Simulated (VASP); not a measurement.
Si3Ge:

```
Si Ge
1.0
     3.88810    0.00000    0.00000
     0.00000    3.88810    0.00000
     0.00000    0.00000    5.48368
Si Ge
3 1
Direct
  0.50000 0.00000 0.75488
  0.50000 0.50000 0.00000
  0.00000 0.50000 0.24512
  0.00000 0.00000 0.50000
```

Program: VASP 6.6.1. Alike in all runs: task single point; potentials or basis VASP PAW PBE potentials, release 64 (Si, Ge_d); no spin polarisation; cell as given; cutoff (eV) 520; smearing gaussian 0.01 eV. Hardware: 1 thread of Intel Xeon 8259CL, on a shared host.

Question: Order these runs on this cell by their wall time, lowest first.
A. level HSE06; k mesh 4 × 4 × 2; grid for exact exchange (PRECFOCK) Normal; screening parameter 0.2079 1/Å
B. level PBEsol; k mesh 4 × 4 × 4
C. level r2SCAN; k mesh 4 × 4 × 4

Answer: B (30 s), C (150 s), A (1300 s).

Caveats: some runs use coarse meshes.
